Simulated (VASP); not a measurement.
Write the native input for VASP 6.6.1 that does the following.

```yaml
Task: single point
Functional: PBE
Potentials_or_basis: VASP PAW PBE potentials, release 64 (Sn_d, Ru_pv)
Cutoff: 500 eV
k_mesh: 4 × 4 × 4
Occupations: gaussian, width 0.1 eV
Spin: no spin polarisation
Dipole_correction: no
Further_INCAR_settings: ALGO = Normal; EDIFF = 1e-06; NBANDS = 43
```

The structure of SnRu4 lies in POSCAR:

```
SnRu4
1.0
    4.3061758400      0.0000000000      0.0000000000
    0.0000000000      4.3061758400      0.0000000000
    0.0000000000      0.0000000000      4.3061758400
Sn Ru
1 4
Direct
    0.0000000000      0.0000000000      0.0000000000
    0.5000000000      0.0000000000      0.0000000000
    0.0000000000      0.5000000000      0.0000000000
    0.0000000000      0.0000000000      0.5000000000
    0.5000000000      0.5000000000      0.5000000000
```

The cell was generated, and may not be a known phase.

One way to write it, as run:

INCAR

```
SYSTEM = SnRu4
PREC     = Accurate       ! precision mode
ENCUT    = 500            ! plane-wave cutoff, eV
EDIFF    = 1E-6           ! SCF threshold, eV
ISMEAR   = 0              ! smearing method
SIGMA    = 0.1            ! smearing width, eV
LREAL    = .False.        ! projectors in reciprocal space
LASPH    = .True.         ! aspherical terms in the spheres
NELM     = 120            ! most SCF steps
ALGO     = Normal         ! electronic algorithm
ISIF     = 2              ! what is computed and relaxed
LWAVE    = .False.        ! write WAVECAR
LCHARG   = .False.        ! write CHGCAR
GGA      = PE             ! functional
NBANDS   = 43             ! bands
GGA_COMPAT= .False.
```

KPOINTS

```
Automatic mesh
0
Gamma
  4 4 4
  0 0 0
```

Potentials or basis: VASP PAW PBE potentials, release 64 (Sn_d, Ru_pv).

Launch:

```bash
$ cat potpaw_PBE.64/Sn_d/POTCAR potpaw_PBE.64/Ru_pv/POTCAR > POTCAR
$ mpirun -np 1 vasp_std > vasp.out
```

It gave:

* Pressure: 62.6 GPa
* Band gap on the k mesh: zero (bands 35 and 36 overlap by 0.88 eV)

Caveat: the k points lie up to 0.36 Å⁻¹ apart, too coarse for converged energies and pressures of a metal; spin-orbit coupling is left out, which moves the levels of the heavy elements.

Run time: 27 s on 1 thread of Intel(R) Xeon(R) Platinum 8259CL CPU @ 2.50GHz (Skylake/Cascade Lake), with other jobs on the host, peak memory 0.18 GiB.
